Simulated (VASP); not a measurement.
Ir:

```
CELL_PARAMETERS angstrom
0.00000 1.89553 1.89553
1.89553 0.00000 1.89553
1.89553 1.89553 0.00000
ATOMIC_POSITIONS crystal
Ir 0.00000 0.00000 0.00000
```

| Quantity | Value |
| --- | --- |
| Program | VASP 6.6.1 |
| Task | relaxation of cell and atoms |
| Functional | r2SCAN |
| Potentials or basis | VASP PAW PBE potentials, release 64 (Ir) |
| Cutoff | 600 eV |
| k mesh | 8 × 8 × 8 |
| Occupations | methfessel-paxton, width 0.01 eV |
| Spin | no spin polarisation |

At the start: pressure 22.3 GPa; volume 13.62 Å³/atom.

Question: Where does the relaxation end?

Answer: Over 17 steps the energy falls by 47.9 meV/atom and the volume is 14.35 Å³/atom (+5.3 %); space group Fm-3m (No. 225, to 0.05 Å).

The path:
| step | energy change (eV) | largest force (eV/Å) | pressure (GPa) | volume (Å³) |
| --- | --- | --- | --- | --- |
| 1 | 0.0000 | 0.0000 | 22.27 | 13.62 |
| 2 | 0.5473 | 0.0000 | -45.57 | 17.71 |
| 3 | -0.0473 | 0.0000 | -2.01 | 14.43 |
| 4 | -0.0478 | 0.0000 | -0.17 | 14.36 |
| 5 | -0.0478 | 0.0000 | 0.21 | 14.34 |
| 6 | -0.0478 | 0.0000 | 0.22 | 14.34 |
| 7 | -0.0478 | 0.0000 | 0.21 | 14.34 |
| 8 | -0.0478 | 0.0000 | 0.19 | 14.34 |
| 9 | -0.0478 | 0.0000 | 0.19 | 14.34 |
| 10 | -0.0478 | 0.0000 | 0.19 | 14.34 |
| 11 | -0.0478 | 0.0000 | 0.19 | 14.34 |
| 12 | -0.0478 | 0.0000 | 0.18 | 14.34 |
| 13 | -0.0478 | 0.0000 | 0.18 | 14.34 |
| 14 | -0.0479 | 0.0000 | 0.17 | 14.34 |
| 15 | -0.0479 | 0.0000 | 0.16 | 14.34 |
| 16 | -0.0479 | 0.0000 | 0.14 | 14.35 |
| 17 | -0.0479 | 0.0000 | -0.02 | 14.35 |

Final structure:
```yaml
crystal:
  lattice:
    - [0.00000, 1.92873, 1.92873]
    - [1.92873, 0.00000, 1.92873]
    - [1.92873, 1.92873, 0.00000]
  atoms:
    - { symbol: Ir, position: [0.00000, 0.00000, 0.00000] }
```

Caveat: the PAW data sets were made with another functional, which shifts forces and pressure a little.
